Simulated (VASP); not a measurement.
# HRh6 in VASP: a series of runs, part 2 of 2

VASP 6.6.1. The steps go on from the part before.

### 3 Single point, PBE

INCAR reads:

```
SYSTEM = HRh6
ALGO = Normal
DIPOL = 0.5 0.5 0.284
EDIFF = 1E-7
ENCUT = 520
GGA = PE
IDIPOL = 3
ISIF = 2
ISMEAR = 0
LASPH = .True.
LCHARG = .False.
LDIPOL = .True.
LREAL = .False.
LWAVE = .False.
NBANDS = 104
NELM = 60
PREC = Accurate
SIGMA = 0.1
```

KPOINTS reads:

```
k-points
0
Gamma
  5 5 1
  0 0 0
```

POSCAR reads:

```
HRh6
1.0
    5.4163401145      0.0000000000      0.0000000000
    0.0000000000      5.4163401145      0.0000000000
    0.0000000000      0.0000000000     21.6737367085
Rh H
12 2
Direct
    0.2500000000      0.2500000000      0.1845551625
    0.2500000000      0.7500000000      0.1845551625
    0.7500000000      0.2500000000      0.1845551625
    0.7500000000      0.7500000000      0.1845551625
    0.0000000000      0.0000000000      0.2693761947
    0.0000000000      0.5000000000      0.2693761947
    0.5000000000      0.0000000000      0.2693761947
    0.5000000000      0.5000000000      0.2693761947
    0.2500000000      0.2500000000      0.3540569313
    0.2500000000      0.7500000000      0.3540569313
    0.7500000000      0.2500000000      0.3540569313
    0.7500000000      0.7500000000      0.3540569313
    0.3909780428      0.5000000000      0.3748193871
    0.6090219572      0.5000000000      0.3748193871
```

Potentials or basis: VASP PAW PBE potentials, release 64 (Rh_pv, H).

Command:

```sh
> cat potpaw_PBE.64/Rh_pv/POTCAR potpaw_PBE.64/H/POTCAR > POTCAR
> mpirun -np 1 vasp_std > vasp.out
```

It took 54 min on 1 thread of Intel Xeon 8259CL, shared host; peak memory 0.79 GiB.

Results (log left out):

```yaml
Free_energy: -85.0883 eV
Largest_force: 1.684 eV/Å
Band_gap_on_the_k_mesh: zero (bands 91 and 92 overlap by 0.65 eV)
```

Forces on the atoms (eV/Å):
```
Rh  -0.032  0.009  0.072
Rh  -0.032 -0.009  0.072
Rh   0.032  0.009  0.072
Rh   0.032 -0.009  0.072
Rh   0.000  0.000 -0.463
Rh   0.000  0.000 -0.484
Rh   0.000  0.000 -0.353
Rh   0.000  0.000 -0.907
Rh  -0.843 -1.452 -0.135
Rh  -0.843  1.452 -0.135
Rh   0.843 -1.452 -0.135
Rh   0.843  1.452 -0.135
H   -0.040  0.000  1.228
H    0.040  0.000  1.228
```

Levels at points of the mesh, in eV from the Fermi level:
```csv
k point,band 89,band 90,band 91,band 92,band 93,band 94,band 95,band 96
"(0.00, 0.00, 0.00)",0.18,0.25,0.26,0.47,0.53,0.56,0.60,0.61
```

### 4 Single point, PBE

INCAR reads:

```
SYSTEM = HRh6
ALGO = Normal
DIPOL = 0.5 0.5 0.287
EDIFF = 1E-6
ENCUT = 520
GGA = PE
IDIPOL = 3
ISIF = 2
ISMEAR = 0
LASPH = .TRUE.
LCHARG = .FALSE.
LDIPOL = .TRUE.
LREAL = .FALSE.
LWAVE = .FALSE.
NBANDS = 104
NELM = 60
PREC = Accurate
SIGMA = 0.1
```

KPOINTS reads:

```
k-points
0
G
  5 5 1
  0 0 0
```

Edit POSCAR of step 3 so:

```diff
@@ -20,3 +20,3 @@
     0.7500000000      0.7500000000      0.3540569313
-    0.3909780428      0.5000000000      0.3748193871
-    0.6090219572      0.5000000000      0.3748193871
+    0.2936798694      0.5000000000      0.3895838001
+    0.7063201306      0.5000000000      0.3895838001
```

Potentials or basis: VASP PAW PBE potentials, release 64 (Rh_pv, H).

Command:

```sh
> cat potpaw_PBE.64/Rh_pv/POTCAR potpaw_PBE.64/H/POTCAR > POTCAR
> mpirun -np 1 vasp_std > vasp.out
```

OUTCAR:

```text
SYSTEM = HRh6
   EDIFF = 1E-6
   ENCUT = 520
   GGA = PE
   ISIF = 2
   ISMEAR = 0
   LASPH = .TRUE.
   LREAL = .FALSE.
   NELM = 60
   PREC = Accurate

 ion  position               nearest neighbor table
   1  0.250  0.250  0.185-   5 2.65   6 2.65   7 2.65   8 2.65   2 2.71   3 2.71   2 2.71   3 2.71

   2  0.250  0.750  0.185-   5 2.65   6 2.65   7 2.65   8 2.65   1 2.71   4 2.71   1 2.71   4 2.71

   3  0.750  0.250  0.185-   5 2.65   6 2.65   7 2.65   8 2.65   1 2.71   4 2.71   4 2.71   1 2.71
[... 4 lines left out ...]
                             6 2.71   7 2.71   6 2.71   7 2.71
[... 1192 lines left out ...]
     5.416340114  0.000000000  0.000000000     0.184626515  0.000000000  0.000000000
     0.000000000  5.416340114  0.000000000     0.000000000  0.184626515  0.000000000
     0.000000000  0.000000000 21.673736709     0.000000000  0.000000000  0.046138791

 POSITION                                       TOTAL-FORCE (eV/Angst)
 -----------------------------------------------------------------------------------
      1.35409      1.35409      4.00000        -0.016964      0.049417      0.024656
      1.35409      4.06226      4.00000        -0.016964     -0.049417      0.024656
      4.06226      1.35409      4.00000         0.016964      0.049417      0.024656
      4.06226      4.06226      4.00000         0.016964     -0.049417      0.024656
      0.00000      0.00000      5.83839         0.000000      0.000000     -0.373528
      0.00000      2.70817      5.83839         0.000000      0.000000     -0.440796
      2.70817      0.00000      5.83839         0.000000      0.000000     -0.129740
      2.70817      2.70817      5.83839         0.000000      0.000000     -0.483444
      1.35409      1.35409      7.67374        -0.261310     -1.680882     -0.733066
      1.35409      4.06226      7.67374        -0.261310      1.680882     -0.733066
      4.06226      1.35409      7.67374         0.261310     -1.680882     -0.733066
      4.06226      4.06226      7.67374         0.261310      1.680882     -0.733066
      1.59067      2.70817      8.44374         0.434281      0.000000      2.130575
      3.82567      2.70817      8.44374        -0.434281      0.000000      2.130575
 -----------------------------------------------------------------------------------
    total drift:                                0.000000      0.000000      0.001469

  FREE ENERGIE OF THE ION-ELECTRON SYSTEM (eV)
  ---------------------------------------------------
  free  energy   TOTEN  =       -85.6040438236 eV

  energy  without entropy=      -85.5129989344  energy(sigma->0) =      -85.55852138

 vacuum level on the upper side and lower side of the slab         4.506         4.284
```

stdout:

```text
POSCAR found type information on POSCAR RhH
 POSCAR found :  2 types and      14 ions
 scaLAPACK will be used
 LDA part: xc-table for (Slater+PW92), standard interpolation
 POSCAR, INCAR and KPOINTS ok, starting setup
 FFT: planning ... GRIDC
 FFT: planning ... GRID_SOFT
 FFT: planning ... GRID
 WAVECAR not read
 entering main loop
```

Wall time 39 min (1 thread of Intel Xeon Platinum 8259CL at 2.50GHz (Skylake/Cascade Lake), shared host); peak memory 0.78 GiB.

Results:

```yaml
Free_energy: -85.6040 eV
Largest_force: 2.174 eV/Å
Band_gap_on_the_k_mesh: zero (bands 91 and 92 overlap by 0.64 eV)
```

Forces on the atoms (eV/Å):
```
Rh  -0.017  0.049  0.025
Rh  -0.017 -0.049  0.025
Rh   0.017  0.049  0.025
Rh   0.017 -0.049  0.025
Rh   0.000  0.000 -0.374
Rh   0.000  0.000 -0.441
Rh   0.000  0.000 -0.130
Rh   0.000  0.000 -0.483
Rh  -0.261 -1.681 -0.733
Rh  -0.261  1.681 -0.733
Rh   0.261 -1.681 -0.733
Rh   0.261  1.681 -0.733
H    0.434  0.000  2.131
H   -0.434  0.000  2.131
```

### 5 Single point, PBE

INCAR reads:

```
ALGO = Normal
DIPOL = 0.5 0.5 0.299
EDIFF = 1E-6
ENCUT = 520
GGA = PE
IDIPOL = 3
ISIF = 2
ISMEAR = 0
LASPH = T
LCHARG = T
LDIPOL = T
LELF = T
LREAL = F
LVACPOTAV = T
LVHAR = T
LWAVE = F
NBANDS = 104
NELM = 100
PREC = Accurate
SIGMA = 0.1
```

KPOINTS reads:

```
k-points
0
Gamma
  5 5 1
```

Edit POSCAR of step 4 so:

```diff
@@ -20,3 +20,3 @@
     0.7500000000      0.7500000000      0.3540569313
-    0.2936798694      0.5000000000      0.3895838001
-    0.7063201306      0.5000000000      0.3895838001
+    0.4151641163      0.5000000000      0.4740177869
+    0.5848358837      0.5000000000      0.4740177869
```

Command:

```sh
> cat potpaw_PBE.64/Rh_pv/POTCAR potpaw_PBE.64/H/POTCAR > POTCAR
> mpirun -np 1 vasp_std > vasp.out
```

Wall time 17 min (1 thread of Intel Xeon 6975P-C (Granite Rapids), shared host); peak memory 0.76 GiB.

Results (log left out):

| Property | Result |
| --- | --- |
| Free energy | -85.0434 eV |
| Largest force | 3.259 eV/Å |
| Band gap on the k mesh | zero (bands 91 and 92 overlap by 0.70 eV) |

Forces in eV/Å, atoms in the order of the input:
```
Rh  -0.012 -0.006  0.044
Rh  -0.012  0.006  0.044
Rh   0.012 -0.006  0.044
Rh   0.012  0.006  0.044
Rh   0.000  0.000 -0.014
Rh   0.000  0.000 -0.084
Rh   0.000  0.000 -0.078
Rh   0.000  0.000 -0.033
Rh  -0.030 -0.016 -0.006
Rh  -0.030  0.016 -0.006
Rh   0.030 -0.016 -0.006
Rh   0.030  0.016 -0.006
H    3.259  0.000  0.029
H   -3.259  0.000  0.029
```

Levels at points of the mesh, in eV from the Fermi level:
```tsv
k point	band 88	band 89	band 90	band 91	band 92	band 93	band 94	band 95
(0.00, 0.00, 0.00)	0.22	0.30	0.34	0.34	0.55	0.56	0.58	0.65
```

### 6 The runs side by side

```csv
cell,cutoff (eV),gap on the mesh (eV),largest force (eV/Å)
"as given, atomic positions A",400,none,0.33
"as given, atomic positions B",520,none,1.68
"as given, atomic positions C",520,none,2.17
"as given, atomic positions D",520,none,3.26
```

Alike in all rows: task single point; level PBE; potentials or basis VASP PAW PBE potentials, release 64 (Rh_pv, H); no spin polarisation; k mesh 5 × 5 × 1; smearing gaussian 0.1 eV.

Total energies depend on the potentials used, so only differences within one code and one set of settings carry meaning.
